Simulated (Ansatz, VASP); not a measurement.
One calculation of Co, two programs

File INCAR:

```
SYSTEM = Co
ALGO = Normal
EDIFF = 1E-6
ENCUT = 600
GGA = PE
GGA_COMPAT = .False.
ISIF = 2
ISMEAR = -1
ISPIN = 2
LASPH = .True.
LCHARG = .False.
LMAXMIX = 4
LORBIT = 11
LREAL = .False.
LWAVE = .False.
MAGMOM = 3 3 3
NBANDS = 24
NELM = 200
PREC = Accurate
SIGMA = 0.15
```

KPOINTS

```
k-points
0
Gamma
  3 3 3
  0 0 0
```

File POSCAR:

```
Co
1.0
   -2.7070550000     -0.1059760000      2.6864460000
    0.1293330000      2.5413400000      2.7098030000
   -2.7063200000      2.5172480000     -0.1052410000
Co
3
Direct
    0.4460340000      0.6400470000      0.5081490000
    0.8345090000      0.7791860000      0.7320510000
    1.3269310000      1.3127730000      1.2377810000
```

Input for Ansatz:

```yaml
crystal:
  lattice:
  - [-2.707055, -0.105976, 2.686446]
  - [0.129333, 2.54134, 2.709803]
  - [-2.70632, 2.517248, -0.105241]
  atoms:
  - symbol: Co
    position: [0.446034, 0.640047, 0.508149]
    spin: 3.0
  - symbol: Co
    position: [0.834509, 0.779186, 0.732051]
    spin: 3.0
  - symbol: Co
    position: [1.326931, 1.312773, 1.237781]
    spin: 3.0
kpoints:
  mp_grid:
    grid: [3, 3, 3]
    shift: [0, 0, 0]
hamiltonian:
  xc: pbe
  dispersion: none
  pseudopotentials:
    kind: all_electron
    lapw: {basis_error: 0.0001 eV}
magnetization: {spin_polarized: true}
scf:
  occupations: {method: fermi_dirac, width: 0.15}
  lower_state_search: 'off'
  convergence: {dr2_threshold: 3e-10 eV}
output: {forces: true, stress: true}
```

Alike in both runs: task single point; functional PBE; k mesh 3 × 3 × 3; occupations fermi-dirac, width 0.15 eV; collinear spin.

|  | VASP | Ansatz |
| --- | --- | --- |
| version | VASP 6.6.1 | Ansatz 0.2 development build |
| potentials or method | VASP PAW PBE potentials, release 64 (Co), cutoff 600 eV | all-electron full-potential LAPW, scalar-relativistic |

|  | VASP | Ansatz | Ansatz less VASP |
| --- | --- | --- | --- |
| pressure (GPa) | 9.4 | 10.6 | +1.21 |
| traceless stress, the component that is largest in VASP (GPa) | -12.55 | -13.31 | -0.758 |
| rms of the force components (eV/Å) | 2.297 | 2.418 | +0.1212 |
| net moment per atom (μB) | 1.64 | 1.64 | -0.001 |
| size of the moment on the site where the two differ most (μB) | 1.58 | 1.64 | +0.068 |

Site moments also hang on the region over which each program counts them. Atom by atom the forces differ by 0.122 eV/Å (rms over components). Ansatz ran all-electron here, and VASP with PAW potentials.

The k mesh is coarse, so the values compare programs but aren't converged.
